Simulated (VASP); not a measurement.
Wanted: the native input for a VASP 6.6.1 run.

```
Task                   : single point
Functional             : PBEsol
Potentials or basis    : VASP PAW PBE potentials, release 64 (Pd, Ge_d)
Cutoff                 : 520 eV
k mesh                 : 7 × 7 × 7
Occupations            : fermi-dirac, width 0.05 eV
Spin                   : no spin polarisation
Dipole correction      : no
Further INCAR settings : ALGO = Normal; EDIFF = 1e-07; NBANDS = 34
```

The structure of Ge3Pd lies in POSCAR:

```
Ge3Pd
1.0
    4.1694544153      0.0000000000      0.0000000000
    0.0000000000      4.1694544153      0.0000000000
    0.0000000000      0.0000000000      4.1694544153
Pd Ge
1 3
Direct
    0.0000000000      0.0000000000      0.0000000000
    0.5000000000      0.5000000000      0.0000000000
    0.5000000000      0.0000000000      0.5000000000
    0.0000000000      0.5000000000      0.5000000000
```

These files were run (other wordings do the same):

INCAR

```
PREC = Accurate
ENCUT = 520
EDIFF = 1E-7
ISMEAR = -1
SIGMA = 0.05
LREAL = False
LASPH = True
NELM = 100
ALGO = Normal
ISIF = 2
LWAVE = False
LCHARG = False
GGA = PS
NBANDS = 34
```

KPOINTS

```
Automatic mesh
0
Gamma
  7 7 7
```

Potentials or basis: VASP PAW PBE potentials, release 64 (Pd, Ge_d).

The run is started by

```sh
$ cat potpaw_PBE.64/Pd/POTCAR potpaw_PBE.64/Ge_d/POTCAR > POTCAR
$ mpirun -np 1 vasp_std > vasp.out
```

It gave:

```
Pressure               : -6.2 GPa
Band gap on the k mesh : zero (band 26 reaches 7.24 eV, above the bottom of band 27 at 5.75 eV)
```

Caveat: the PAW data sets were made with another functional, which shifts forces and pressure a little.

Wall time 30 s on 1 thread of Intel(R) Xeon(R) 6975P-C (Granite Rapids), with other jobs on the host, peak memory 0.18 GiB.
